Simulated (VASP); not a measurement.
# GaN (P6_3mc) in VASP: a series of runs

Runs on GaN. Level: r2SCAN. Tasks: single point.

Everything below comes from runs of VASP 6.6.1. Logs are shortened: lines on timing, memory, paths and dates and some standing lists are left out, and cuts for length are marked.

### Step 1. The cell of the first run

It takes space group P6_3mc (No. 186, hexagonal). The conventional cell has a = 3.114 Å, b = 3.114 Å, c = 5.071 Å, α = 90.00°, β = 90.00°, γ = 120.00°. Ga (site symmetry 3m) has 4 N at 1.90 to 1.91 Å within 2.5 Å. N (site symmetry 3m) has 4 Ga at 1.90 to 1.91 Å within 2.5 Å.

### Step 2. Single point, r2SCAN

File POSCAR:

```
GaN
1.0
    3.1136382519      0.0000000000      0.0000000000
   -1.5568191260      2.6964898244      0.0000000000
    0.0000000000      0.0000000000      5.0711037698
Ga N
2 2
Direct
    0.3333333333      0.6666666667     -0.0007797268
    0.6666666667      0.3333333333      0.4992202732
    0.3333333333      0.6666666667      0.3757797268
    0.6666666667      0.3333333333      0.8757797268
```

File INCAR.step1:

```
SYSTEM = GaN
  PREC = Accurate
  ENCUT = 910
  ISMEAR = 0
  SIGMA = 0.01
  LREAL = .False.
  LASPH = .True.
  NELM = 120
  NBANDS = 26
  GGA = PE
  ALGO = Normal
  EDIFF = 1E-5
  LWAVE = .True.
  LCHARG = .False.
  GGA_COMPAT = .False.
```

File INCAR.step2:

```
SYSTEM = GaN
  PREC = Accurate
  ENCUT = 910
  EDIFF = 1E-6
  ISMEAR = 0
  SIGMA = 0.01
  LREAL = .False.
  LASPH = .True.
  NELM = 120
  ALGO = Normal
  ISIF = 2
  LWAVE = .False.
  LCHARG = .True.
  METAGGA = R2SCAN
  LMIXTAU = .True.
  LELF = .True.
  LVHAR = .True.
  NBANDS = 26
  ISTART = 1
  GGA_COMPAT = .False.
```

File KPOINTS:

```
regular mesh
0
Gamma
  8 8 4
  0 0 0
```

Potentials or basis: VASP PAW PBE potentials, release 64 (Ga_d, N_h).

Started as:

```bash
> cat potpaw_PBE.64/Ga_d/POTCAR potpaw_PBE.64/N_h/POTCAR > POTCAR
> cp INCAR.step1 INCAR
> mpirun -np 1 vasp_std > vasp.out
> cp INCAR.step2 INCAR
> mpirun -np 1 vasp_std > vasp.out
```

OUTCAR:

```text
SYSTEM = GaN
   PREC = Accurate
   ENCUT = 910
   EDIFF = 1E-6
   ISMEAR = 0
   LREAL = .False.
   LASPH = .True.
   NELM = 120
   ISIF = 2
   METAGGA = R2SCAN
   ISTART = 1

 ion  position               nearest neighbor table
   1  0.333  0.667  0.999-   4 1.90   4 1.90   4 1.90   3 1.91
   2  0.667  0.333  0.499-   3 1.90   3 1.90   3 1.90   4 1.91
   3  0.333  0.667  0.376-   2 1.90   2 1.90   2 1.90   1 1.91
   4  0.667  0.333  0.876-   1 1.90   1 1.90   1 1.90   2 1.91

  LATTYP: Found a hexagonal cell.
 ALAT       =     3.1136382519
 C/A-ratio  =     1.6286746756

  Lattice vectors:

 A1 = (   3.1136382519,   0.0000000000,   0.0000000000)
 A2 = (  -1.5568191260,   2.6964898244,   0.0000000000)
 A3 = (   0.0000000000,   0.0000000000,   5.0711037698)

Analysis of symmetry for initial positions (statically):
=====================================================================
 Subroutine PRICEL returns:
 Original cell was already a primitive cell.

 Routine SETGRP: Setting up the symmetry group for a
 hexagonal supercell.

 Subroutine GETGRP returns: Found 12 space group operations
 (whereof  6 operations were pure point group operations)
 out of a pool of 24 trial point group operations.

The static configuration has the point symmetry C_3v.
 The point group associated with its full space group is C_6v.

Analysis of symmetry for dynamics (positions and initial velocities):
=====================================================================
 Subroutine PRICEL returns:
 Original cell was already a primitive cell.

 Routine SETGRP: Setting up the symmetry group for a
 hexagonal supercell.

 Subroutine GETGRP returns: Found 12 space group operations
 (whereof  6 operations were pure point group operations)
 out of a pool of 24 trial point group operations.

The dynamic configuration has the point symmetry C_3v.
 The point group associated with its full space group is C_6v.

 Subroutine INISYM returns: Found 12 space group operations
 (whereof  6 operations are pure point group operations),
 and found     1 'primitive' translations

----------------------------------------------------------------------------------------

                                     Primitive cell

  volume of cell :      42.5764

  direct lattice vectors                    reciprocal lattice vectors
     3.113638252  0.000000000  0.000000000     0.321167688  0.185426251  0.000000000
    -1.556819126  2.696489824  0.000000000     0.000000000  0.370852503  0.000000000
     0.000000000  0.000000000  5.071103770     0.000000000  0.000000000  0.197195728

  length of vectors
     3.113638252  3.113638252  5.071103770     0.370852503  0.370852503  0.197195728

  position of ions in fractional coordinates (direct lattice)
     0.333333333  0.666666667  0.999220273
     0.666666667  0.333333333  0.499220273
     0.333333333  0.666666667  0.375779727
     0.666666667  0.333333333  0.875779727

  ion indices of the primitive-cell ions
   primitive index   ion index
                 1           1
                 2           2
                 3           3
                 4           4

----------------------------------------------------------------------------------------

 KPOINTS: regular mesh

Automatic generation of k-mesh.
 Grid dimensions read from file:
 generate k-points for:    8    8    4

 Generating k-lattice:

  Cartesian coordinates                     Fractional coordinates (reciprocal lattice)
     0.040145961  0.023178281  0.000000000     0.125000000  0.000000000  0.000000000
     0.000000000  0.046356563  0.000000000     0.000000000  0.125000000  0.000000000
     0.000000000  0.000000000  0.049298932     0.000000000  0.000000000  0.250000000

  Length of vectors
     0.046356563  0.046356563  0.049298932

  Shift w.r.t. Gamma in fractional coordinates (k-lattice)
     0.000000000  0.000000000  0.000000000

 Subroutine IBZKPT returns following result:
 ===========================================

 Found     30 irreducible k-points:

 Following reciprocal coordinates:
            Coordinates               Weight
  0.000000  0.000000  0.000000      1.000000
  0.125000  0.000000  0.000000      6.000000
  0.250000  0.000000  0.000000      6.000000
  0.375000  0.000000  0.000000      6.000000
  0.500000  0.000000  0.000000      3.000000
  0.125000  0.125000  0.000000      6.000000
[... 16 lines left out ...]
  0.250000  0.000000  0.500000      6.000000
  0.375000  0.000000  0.500000      6.000000
 [... further k-points ...]
   k-points           NKPTS =     30   k-points in BZ     NKDIM =     30   number of bands    NBANDS=     26
   number of dos      NEDOS =    301   number of ions     NIONS =      4
   total plane-waves  NPLWV =  51200
   dimension x,y,z NGX =    32 NGY =   32 NGZ =   50
   dimension x,y,z NGXF=    64 NGYF=   64 NGZF=  100
   ions per type =               2   2
   NGX,Y,Z   is equivalent  to a cutoff of  17.09, 17.09, 16.39 a.u.
   NGXF,Y,Z  is equivalent  to a cutoff of  34.17, 34.17, 32.78 a.u.
 SYSTEM =  GaN
   PREC   = accura    normal or accurate (medium, high low for compatibility)
   ISTART =      1    job   : 0-new  1-cont  2-samecut
   ICHARG =      0    charge: 1-file 2-atom 10-const
   ISPIN  =      1    spin polarized calculation?
   LNONCOLLINEAR =      F non collinear calculations
   LSORBIT =      F    spin-orbit coupling
   LASPH  =      T    aspherical Exc in radial PAW
   ENCUT  =  910.0 eV  66.88 Ry    8.18 a.u.   7.66  7.66 12.47*2*pi/ulx,y,z
   NELM   =    120;   NELMIN=  2; NELMDL=  0     # of ELM steps
   EDIFF  = 0.1E-05   stopping-criterion for ELM
   LREAL  =      F    real-space projection
   EDIFFG = 0.1E-04   stopping-criterion for IOM
   NSW    =      0    number of steps for IOM
   IBRION =     -1    ionic relax: 0-MD 1-quasi-New 2-CG
   NFREE  =      0    steps in history (QN), initial steepest desc. (CG)
   ISIF   =      2    stress and relaxation
   ISYM   =      2    0-nonsym 1-usesym 2-fastsym
   POTIM  = 0.5000    time-step for ionic-motion
   TEBEG  =    0.0;   TEEND  =   0.0 temperature during run
   PSTRESS=    0.0 pullay stress
   NELECT =      36.0000    total number of electrons
   NUPDOWN=      -1.0000    fix difference up-down
   EMIN   =  10.00;   EMAX   =-10.00  energy-range for DOS
   EFERMI =   0.00;   METHOD = LEGACY
   ISMEAR =     0;   SIGMA  =   0.01  broadening in eV -4-tet -1-fermi 0-gaus
   EFERMI_NEDOS =   21; number of points for ismear=-14 and -15
   IALGO  =     38    algorithm
   IMIX   =      4    mixing-type and parameters
     AMIX     =   0.40;   BMIX     =  1.00
     AMIX_MAG =   1.60;   BMIX_MAG =  1.00
  volume/ion in A,a.u.               =      10.64        71.83
  Fermi-wavevector in a.u.,A,eV,Ry     =   1.548053  2.925396 32.605932  2.396468
  Thomas-Fermi vector in A             =   2.653058
   LORBIT       =      0    0 simple, 1 ext, 2 COOP (PROOUT), +10 PAW based schemes
   METAGGA = R2SCAN    functional components
   LHFCALC =     F    Hartree Fock is set to
   AEXX    =    0.0000 exact exchange contribution
   IVDW    =     0    specifies the selected vdW correction
   LEPSILON=     F    determine dielectric tensor
   LRPA    =     F    only Hartree local field effects (RPA)
 non-spin polarized calculation
 Gauss-broadening in eV      SIGMA  =   0.01
  energy-cutoff  :      910.00
  volume of cell :       42.58
 maximum number of plane-waves:      2683
 NGX is ok and might be reduce to    32
   NGX = 15   NGY = 15   NGZ = 25

 number of electron      36.0000004 magnetization

 Free energy of the ion-electron system (eV)
  ---------------------------------------------------
  ext. energy  EPLUGINS =         0.00000000
  ---------------------------------------------------
  free energy    TOTEN  =       -43.66761426 eV

  energy without entropy =      -43.66761426  energy(sigma->0) =      -43.66761426

 E-fermi :   6.2731     XC(G=0): -13.0519

 val. band max:        6.1681840760   @ k =   0.0000   0.0000   0.0000
 cond. band min:       8.9658958861   @ k =   0.0000   0.0000   0.0000
 fundamental gap:      2.7977118101
 Fermi energy:         6.2730551474

 k-point     1 :       0.0000    0.0000    0.0000
  band No.  band energies     occupation
      1     -11.2473      2.00000
      2     -10.0382      2.00000
      3      -7.7289      2.00000
      4      -7.7108      2.00000
      5      -7.7108      2.00000
      6      -7.6271      2.00000
[... 18 lines left out ...]
     25      19.1751      0.00000
     26      19.1751      0.00000

 k-point     2 :       0.1250    0.0000    0.0000
  band No.  band energies     occupation
      1     -11.0756      2.00000
      2      -9.9843      2.00000
      3      -7.7095      2.00000
      4      -7.6836      2.00000
      5      -7.6636      2.00000
      6      -7.6034      2.00000
[... 18 lines left out ...]
     25      18.7164      0.00000
     26      19.5415      0.00000

 k-point     3 :       0.2500    0.0000    0.0000
  band No.  band energies     occupation
      1     -10.6503      2.00000
      2      -9.8744      2.00000
      3      -7.6595      2.00000
      4      -7.6333      2.00000
      5      -7.5575      2.00000
      6      -7.4970      2.00000
[... 18 lines left out ...]
     25      18.7425      0.00000
     26      20.3108      0.00000

 k-point     4 :       0.3750    0.0000    0.0000
  band No.  band energies     occupation
      1     -10.2284      2.00000
      2      -9.7987      2.00000
      3      -7.6408      2.00000
      4      -7.6100      2.00000
      5      -7.4955      2.00000
      6      -7.4168      2.00000
[... 18 lines left out ...]
     25      19.2601      0.00000
     26      20.9982      0.00000

 k-point     5 :       0.5000    0.0000    0.0000
  band No.  band energies     occupation
      1     -10.0601      2.00000
      2      -9.7825      2.00000
      3      -7.6442      2.00000
      4      -7.6074      2.00000
      5      -7.4756      2.00000
      6      -7.4235      2.00000
[... 18 lines left out ...]
     25      19.8274      0.00000
     26      21.1191      0.00000

 k-point     6 :       0.1250    0.1250    0.0000
  band No.  band energies     occupation
      1     -10.7760      2.00000
      2      -9.9035      2.00000
      3      -7.6632      2.00000
      4      -7.6529      2.00000
      5      -7.5762      2.00000
      6      -7.5664      2.00000
[... 427 lines left out ...]
 k-point    21 :       0.0000    0.0000    0.5000
  band No.  band energies     occupation
      1     -10.5748      2.00000
      2     -10.5748      2.00000
      3      -7.6806      2.00000
      4      -7.6806      2.00000
      5      -7.6806      2.00000
      6      -7.6806      2.00000
[... 18 lines left out ...]
     25      17.6768      0.00000
     26      17.6768      0.00000

 k-point    22 :       0.1250    0.0000    0.5000
  band No.  band energies     occupation
      1     -10.4539      2.00000
      2     -10.4539      2.00000
      3      -7.6609      2.00000
      4      -7.6609      2.00000
      5      -7.6464      2.00000
      6      -7.6464      2.00000
[... 18 lines left out ...]
     25      18.1373      0.00000
     26      18.1373      0.00000

 k-point    23 :       0.2500    0.0000    0.5000
  band No.  band energies     occupation
      1     -10.1794      2.00000
      2     -10.1794      2.00000
      3      -7.6251      2.00000
      4      -7.6251      2.00000
      5      -7.5683      2.00000
      6      -7.5683      2.00000
[... 18 lines left out ...]
     25      19.0554      0.00000
     26      19.0554      0.00000

 k-point    24 :       0.3750    0.0000    0.5000
  band No.  band energies     occupation
      1      -9.9448      2.00000
      2      -9.9448      2.00000
      3      -7.6311      2.00000
      4      -7.6311      2.00000
      5      -7.5044      2.00000
      6      -7.5044      2.00000
[... 18 lines left out ...]
     25      19.6147      0.00000
     26      19.6147      0.00000

 [... further k-points ...]
[... 5 lines left out ...]
  --------------------------------------------------------------------------------------
  -------------------------------------------------------------------------------------
  Total        4.3035463      4.3035463      4.3109659     -0.0000000      0.0000000      0.0000000
  in kB      161.9450302    161.9450303    162.2242351     -0.0000000      0.0000000      0.0000000
  external PRESSURE =     162.0380985 kB  Pullay stress =       0.0000000 kB

 VOLUME and BASIS-vectors are now :
 -----------------------------------------------------------------------------
  energy-cutoff  :      910.00
  volume of cell :       42.58
      direct lattice vectors                 reciprocal lattice vectors
     3.113638252  0.000000000  0.000000000     0.321167688  0.185426251  0.000000000
    -1.556819126  2.696489824  0.000000000     0.000000000  0.370852503  0.000000000
     0.000000000  0.000000000  5.071103770     0.000000000  0.000000000  0.197195728

 POSITION                                       TOTAL-FORCE (eV/Angst)
 -----------------------------------------------------------------------------------
     -0.00000      1.79766      5.06715         0.000000     -0.000000     -0.003374
      1.55682      0.89883      2.53160        -0.000000      0.000000     -0.003374
     -0.00000      1.79766      1.90562         0.000000      0.000000      0.003374
      1.55682      0.89883      4.44117         0.000000      0.000000      0.003374
 -----------------------------------------------------------------------------------
    total drift:                                0.000000      0.000000     -0.027378

  FREE ENERGIE OF THE ION-ELECTRON SYSTEM (eV)
  ---------------------------------------------------
  free  energy   TOTEN  =       -43.6676142594 eV

  energy  without entropy=      -43.6676142594  energy(sigma->0) =      -43.66761426
```

Run time: 1.7 min. Hardware: 1 thread of Intel Xeon 6975P-C (Granite Rapids), shared host; peak memory 0.26 GiB.

Results:

* Free energy: -43.6676 eV
* Pressure: 16.2 GPa
* Largest force: 0.003 eV/Å
* Band gap on the k mesh: 2.80 eV, direct

Forces on the atoms (eV/Å):
```
Ga   0.000  0.000 -0.003
Ga   0.000  0.000 -0.003
N    0.000  0.000  0.003
N    0.000  0.000  0.003
```

Caveat: the cutoff is under 1.25 times the usual one of these potentials, so pressure, stress and relaxed cells hold a basis-set (Pulay) error; the PAW data sets were made with another functional, which shifts forces and pressure a little. r2SCAN opens gaps a little over a GGA but as a rule still falls short of measured ones.

### Step 3. Single point, r2SCAN

This run uses another cell than the first one, of 11.00 Å³/atom, 1.034 times its volume.

File POSCAR:

```
GaN
1.0
    3.1481827908      0.0000000000      0.0000000000
   -1.5740913954      2.7264062726      0.0000000000
    0.0000000000      0.0000000000      5.1267502129
Ga N
2 2
Direct
    0.3333333333      0.6666666667     -0.0008415289
    0.6666666667      0.3333333333      0.4991584711
    0.3333333333      0.6666666667      0.3758415289
    0.6666666667      0.3333333333      0.8758415289
```

File INCAR.step1:

```
ALGO = Normal
EDIFF = 1E-5
ENCUT = 910
GGA = PE
GGA_COMPAT = F
ISMEAR = 0
LASPH = T
LCHARG = F
LREAL = F
LWAVE = T
NBANDS = 26
NELM = 120
PREC = Accurate
SIGMA = 0.01
```

File INCAR.step2:

```
ALGO = Normal
EDIFF = 1E-6
ENCUT = 910
GGA_COMPAT = F
ISIF = 2
ISMEAR = 0
ISTART = 1
LASPH = T
LCHARG = T
LELF = T
LMIXTAU = T
LREAL = F
LVHAR = T
LWAVE = F
METAGGA = R2SCAN
NBANDS = 26
NELM = 120
PREC = Accurate
SIGMA = 0.01
```

File KPOINTS:

```
k-points
0
Gamma
  8 8 4
```

Potentials or basis: VASP PAW PBE potentials, release 64 (Ga_d, N_h).

Started as:

```bash
> cat potpaw_PBE.64/Ga_d/POTCAR potpaw_PBE.64/N_h/POTCAR > POTCAR
> cp INCAR.step1 INCAR
> mpirun -np 1 vasp_std > vasp.out
> cp INCAR.step2 INCAR
> mpirun -np 1 vasp_std > vasp.out
```

It took 2 min on 1 thread of Intel Xeon 6975P-C (Granite Rapids), shared host; peak memory 0.26 GiB.

The run converged. Its results:

| Property | Result |
| --- | --- |
| Free energy | -43.7767 eV |
| Pressure | 8.1 GPa |
| Band gap on the k mesh | 2.57 eV, direct |

Levels at points of the mesh, in eV from the valence-band top:
```csv
k point,band 14,band 15,band 16,band 17,band 18,band 19,band 20,band 21,band 22,band 23
"(0.00, 0.00, 0.00)",-1.11,-1.11,-0.04,0.00,0.00,2.57,5.04,10.16,10.79,10.79
"(0.50, 0.00, 0.00)",-5.52,-4.45,-2.96,-2.34,-1.07,5.68,6.31,6.66,9.64,11.24
"(0.00, 0.00, 0.50)",-3.99,-0.57,-0.57,-0.57,-0.57,4.99,4.99,9.37,9.37,11.31
"(0.50, 0.00, 0.50)",-6.91,-2.09,-2.09,-2.03,-2.03,5.00,5.00,8.64,8.64,10.98
```

Caveat: the cutoff is under 1.25 times the usual one of these potentials, so pressure, stress and relaxed cells hold a basis-set (Pulay) error; the PAW data sets were made with another functional, which shifts forces and pressure a little.

(Part 1 of 2 ends here.)
